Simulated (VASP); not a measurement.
# AlGaN2 (P-4m2) in VASP: notebook

AlGaN2 is run at these levels: r2SCAN; tasks: single point.

Program: VASP 6.6.1. These are calculated values, not measurements. Logs are shortened: lines on timing, memory, paths and dates and some standing lists are left out, and cuts for length are marked.

## (1) The cell of the first run

The structure is tetragonal, space group P-4m2 (No. 115). The conventional cell has a = 3.157 Å, b = 3.157 Å, c = 4.424 Å, α = 90.00°, β = 90.00°, γ = 90.00°. Al (site symmetry -4m2) has 4 N at 1.90 Å within 2.5 Å. Within 2.6 Å of Ga (site symmetry -4m2) lie 4 N at 1.96 Å. N (site symmetry 2mm) has 2 Al at 1.90 Å and 2 Ga at 1.96 Å within 2.5 Å.

## (2) Single point, r2SCAN (strain +0.0050 x Voigt [1, 1, 0, 0, 0, 0])

POSCAR

```
AlGaN2
1.0
    3.1565814339      0.0000000000      0.0000000000
    0.0000000000      3.1565814339      0.0000000000
    0.0000000000      0.0000000000      4.4238379400
Al Ga N
1 1 2
Direct
    0.5000000000      0.5000000000      0.5000000000
    0.0000000000      0.0000000000      0.0000000000
    0.5000000000      0.0000000000      0.7382648100
    0.0000000000      0.5000000000      0.2617351900
```

INCAR.step1

```
SYSTEM = AlGaN2
ALGO = Normal ; EDIFF = 1E-4
ENCUT = 520 ; GGA = PE
ISMEAR = 0 ; LASPH = .TRUE.
LCHARG = .FALSE. ; LREAL = .FALSE.
LWAVE = .TRUE. ; NBANDS = 21
NELM = 60 ; PREC = Accurate
SIGMA = 0.05
```

INCAR.step2

```
SYSTEM = AlGaN2
ALGO = Normal ; EDIFF = 1E-7
ENCUT = 520 ; ISIF = 2
ISMEAR = 0 ; ISTART = 1
LASPH = .TRUE. ; LCHARG = .FALSE.
LMIXTAU = .TRUE. ; LREAL = .FALSE.
LWAVE = .FALSE. ; METAGGA = R2SCAN
NBANDS = 21 ; NELM = 60
PREC = Accurate ; SIGMA = 0.05
```

KPOINTS

```
k-points
0
G
  8 8 6
  0 0 0
```

Potentials or basis: VASP PAW PBE potentials, release 64 (Al, Ga_d, N).

The run is started by

```bash
$ cat potpaw_PBE.64/Al/POTCAR potpaw_PBE.64/Ga_d/POTCAR potpaw_PBE.64/N/POTCAR > POTCAR
$ cp INCAR.step1 INCAR
$ mpirun -np 1 vasp_std > vasp.out
$ cp INCAR.step2 INCAR
$ mpirun -np 1 vasp_std > vasp.out
```

OUTCAR:

```text
SYSTEM = AlGaN2
   EDIFF = 1E-7
   ENCUT = 520
   ISIF = 2
   ISMEAR = 0
   ISTART = 1
   LASPH = .TRUE.
   LREAL = .FALSE.
   METAGGA = R2SCAN
   NELM = 60
   PREC = Accurate

 ion  position               nearest neighbor table
   1  0.500  0.500  0.500-   3 1.90   4 1.90   3 1.90   4 1.90   2 3.14   2 3.14   2 3.14   2 3.14
                             2 3.14   2 3.14   2 3.14   2 3.14
   2  0.000  0.000  0.000-   3 1.96   4 1.96   4 1.96   3 1.96   1 3.14   1 3.14   1 3.14   1 3.14
                             1 3.14   1 3.14   1 3.14   1 3.14
   3  0.500  0.000  0.738-   1 1.90   1 1.90   2 1.96   2 1.96
   4  0.000  0.500  0.262-   1 1.90   1 1.90   2 1.96   2 1.96

  LATTYP: Found a simple tetragonal cell.
 ALAT       =     3.1565814339
 C/A-ratio  =     1.4014648545

  Lattice vectors:

 A1 = (   3.1565814339,   0.0000000000,   0.0000000000)
 A2 = (   0.0000000000,   3.1565814339,   0.0000000000)
 A3 = (   0.0000000000,   0.0000000000,   4.4238379400)

Analysis of symmetry for initial positions (statically):
=====================================================================
 Subroutine PRICEL returns:
 Original cell was already a primitive cell.

 Routine SETGRP: Setting up the symmetry group for a
 simple tetragonal supercell.

 Subroutine GETGRP returns: Found  8 space group operations
 (whereof  8 operations were pure point group operations)
 out of a pool of 16 trial point group operations.

The static configuration has the point symmetry D_2d.

Analysis of symmetry for dynamics (positions and initial velocities):
=====================================================================
 Subroutine PRICEL returns:
 Original cell was already a primitive cell.

 Routine SETGRP: Setting up the symmetry group for a
 simple tetragonal supercell.

 Subroutine GETGRP returns: Found  8 space group operations
 (whereof  8 operations were pure point group operations)
 out of a pool of 16 trial point group operations.

The dynamic configuration has the point symmetry D_2d.

 Subroutine INISYM returns: Found  8 space group operations
 (whereof  8 operations are pure point group operations),
 and found     1 'primitive' translations

----------------------------------------------------------------------------------------

[... 94 lines left out ...]
   ENCUT  =  520.0 eV  38.22 Ry    6.18 a.u.   5.87  5.87  8.23*2*pi/ulx,y,z
   NELM   =     60;   NELMIN=  2; NELMDL=  0     # of ELM steps
   EDIFF  = 0.1E-06   stopping-criterion for ELM
   LREAL  =      F    real-space projection
   EDIFFG = 0.1E-05   stopping-criterion for IOM
   NSW    =      0    number of steps for IOM
   IBRION =     -1    ionic relax: 0-MD 1-quasi-New 2-CG
   NFREE  =      0    steps in history (QN), initial steepest desc. (CG)
   ISIF   =      2    stress and relaxation
   ISYM   =      2    0-nonsym 1-usesym 2-fastsym
   POTIM  = 0.5000    time-step for ionic-motion
   TEBEG  =    0.0;   TEEND  =   0.0 temperature during run
   PSTRESS=    0.0 pullay stress
   NELECT =      26.0000    total number of electrons
   NUPDOWN=      -1.0000    fix difference up-down
   EMIN   =  10.00;   EMAX   =-10.00  energy-range for DOS
   EFERMI =   0.00;   METHOD = LEGACY
   ISMEAR =     0;   SIGMA  =   0.05  broadening in eV -4-tet -1-fermi 0-gaus
   EFERMI_NEDOS =   21; number of points for ismear=-14 and -15
   IALGO  =     38    algorithm
   IMIX   =      4    mixing-type and parameters
     AMIX     =   0.40;   BMIX     =  1.00
     AMIX_MAG =   1.60;   BMIX_MAG =  1.00
  volume/ion in A,a.u.               =      11.02        74.37
  Fermi-wavevector in a.u.,A,eV,Ry     =   1.372950  2.594500 25.646888  1.884993
  Thomas-Fermi vector in A             =   2.498511
   LORBIT       =      0    0 simple, 1 ext, 2 COOP (PROOUT), +10 PAW based schemes
   METAGGA = R2SCAN    functional components
   LHFCALC =     F    Hartree Fock is set to
   AEXX    =    0.0000 exact exchange contribution
   IVDW    =     0    specifies the selected vdW correction
   LEPSILON=     F    determine dielectric tensor
   LRPA    =     F    only Hartree local field effects (RPA)
 non-spin polarized calculation
 Gauss-broadening in eV      SIGMA  =   0.05
  energy-cutoff  :      520.00
  volume of cell :       44.08
 maximum number of plane-waves:      1208
 NGX is ok and might be reduce to    24
   NGX = 11   NGY = 11   NGZ = 17

 number of electron      25.9999978 magnetization

 Free energy of the ion-electron system (eV)
  ---------------------------------------------------
  ext. energy  EPLUGINS =         0.00000000
  ---------------------------------------------------
  free energy    TOTEN  =       -41.07235707 eV

  energy without entropy =      -41.07235707  energy(sigma->0) =      -41.07235707

 E-fermi :   5.4946     XC(G=0): -12.0152

 val. band max:        5.2718877461   @ k =   0.0000   0.0000   0.0000
 cond. band min:       8.5623672475   @ k =   0.0000   0.0000   0.0000
 fundamental gap:      3.2904795014
 Fermi energy:         5.4946149641

 k-point     1 :       0.0000    0.0000    0.0000
  band No.  band energies     occupation
      1     -10.9321      2.00000
      2      -9.3760      2.00000
      3      -8.0543      2.00000
      4      -8.0543      2.00000
      5      -7.9842      2.00000
      6      -7.8351      2.00000
[... 565 lines left out ...]
     20      18.2442      0.00000
     21      18.2504      0.00000

 [... further k-points ...]

------------------------ aborting loop because EDIFF is reached ----------------------------------------

  FORCE on cell =-STRESS in cart. coord.  units (eV):
  Direction    XX          YY          ZZ          XY          YZ          ZX
  --------------------------------------------------------------------------------------
  -------------------------------------------------------------------------------------
  Total       -0.6460654     -0.6460654     -0.4231223      0.0000000      0.0000000     -0.0000000
  in kB      -23.4830154    -23.4830154    -15.3795384      0.0000000      0.0000000     -0.0000000
  external PRESSURE =     -20.7818564 kB  Pullay stress =       0.0000000 kB

 VOLUME and BASIS-vectors are now :
 -----------------------------------------------------------------------------
  energy-cutoff  :      520.00
  volume of cell :       44.08
      direct lattice vectors                 reciprocal lattice vectors
     3.156581434  0.000000000  0.000000000     0.316798417  0.000000000  0.000000000
     0.000000000  3.156581434  0.000000000     0.000000000  0.316798417  0.000000000
     0.000000000  0.000000000  4.423837940     0.000000000  0.000000000  0.226048064

 POSITION                                       TOTAL-FORCE (eV/Angst)
 -----------------------------------------------------------------------------------
      1.57829      1.57829      2.21192         0.000000      0.000000     -0.000000
      0.00000      0.00000      0.00000         0.000000     -0.000000     -0.000000
      1.57829      0.00000      3.26596         0.000000     -0.000000     -0.004763
      0.00000      1.57829      1.15787        -0.000000     -0.000000      0.004763
 -----------------------------------------------------------------------------------
    total drift:                                0.000000      0.000000     -0.000000

  FREE ENERGIE OF THE ION-ELECTRON SYSTEM (eV)
  ---------------------------------------------------
  free  energy   TOTEN  =       -41.0723570656 eV

  energy  without entropy=      -41.0723570656  energy(sigma->0) =      -41.07235707
```

OUTCAR.step1:

```text
SYSTEM = AlGaN2
   EDIFF = 1E-4
   ENCUT = 520
   GGA = PE
   ISMEAR = 0
[... 808 lines left out ...]
      1.57829      1.57829      2.21192         0.000000     -0.000000      0.000000
      0.00000      0.00000      0.00000        -0.000000      0.000000      0.000000
      1.57829      0.00000      3.26596         0.000000      0.000000     -0.033597
      0.00000      1.57829      1.15787         0.000000      0.000000      0.033597
 -----------------------------------------------------------------------------------
    total drift:                                0.000000      0.000000     -0.000000

  FREE ENERGIE OF THE ION-ELECTRON SYSTEM (eV)
  ---------------------------------------------------
  free  energy   TOTEN  =       -26.9847159525 eV

  energy  without entropy=      -26.9847159525  energy(sigma->0) =      -26.98471595
```

Run time: 2.8 min. Hardware: 1 thread of Intel Xeon 8259CL, shared host; peak memory 0.2 GiB.

What came out:

- Free energy: -41.0724 eV
- Pressure: -2.1 GPa
- Largest force: 0.005 eV/Å
- Band gap on the k mesh: 3.29 eV

Forces on the atoms (eV/Å):
```
Al   0.000  0.000  0.000
Ga   0.000  0.000  0.000
N    0.000  0.000 -0.005
N    0.000  0.000  0.005
```

Levels at points of the mesh, in eV from the valence-band top:
```
           k point  band 9  band 10  band 11  band 12  band 13  band 14  band 15  band 16  band 17  band 18
(0.00, 0.00, 0.00)   -2.39    -2.39    -0.20     0.00     0.00     3.29     4.08     8.26    12.00    12.00
(0.50, 0.00, 0.00)   -4.49    -2.92    -2.85    -1.06    -0.67     7.66     7.77     8.66     9.05    11.10
(0.50, 0.50, 0.00)   -5.01    -2.31    -2.26    -2.26    -2.25     3.85     3.85     6.95     9.53    13.50
(0.00, 0.00, 0.50)   -2.53    -1.62    -1.62    -0.99    -0.99     5.79     5.95     8.59     9.98    11.99
(0.50, 0.00, 0.50)   -6.20    -1.04    -0.87    -0.57    -0.55     5.72     7.22     9.96    10.22    10.82
(0.50, 0.50, 0.50)   -4.40    -3.97    -3.30    -3.19    -3.19     6.80     6.80     9.47    11.62    11.86
```

Caveat: the cell differs from its parent crystal (strain +0.0050 x Voigt [1, 1, 0, 0, 0, 0]); the PAW data sets were made with another functional, which shifts forces and pressure a little.

[end of part 1 of 2]
